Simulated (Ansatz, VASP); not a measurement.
HgTe: VASP beside Ansatz

```xyz
2
Lattice="0.0000 2.9019 2.9019 2.9019 0.0000 2.9019 2.9019 2.9019 0.0000" Properties=species:S:1:pos:R:3 pbc="T T T"
Hg    0.0000    0.0000    0.0000
Te    2.9019    2.9019    2.9019
```

Change from the starting cell: volume scaled by 0.98.

Alike in both runs: task single point; functional LDA; k mesh 10 × 10 × 10; occupations fermi-dirac, width 0.08 eV; no spin polarisation.

|  | VASP | Ansatz |
| --- | --- | --- |
| version | VASP 6.6.1 | Ansatz 0.2.0 |
| potentials or method | VASP PAW LDA potentials, release 64 (Hg, Te), cutoff 500 eV | all-electron LAPW, scalar-relativistic |

```tsv
	VASP	Ansatz	Ansatz less VASP
pressure (GPa)	6.3	5.7	-0.60
```

LDA's correlation is that of Perdew and Zunger in VASP and of Perdew and Wang (1992) in Ansatz. Ansatz ran all-electron here, and VASP with PAW potentials.

Neither program's run includes spin-orbit coupling.
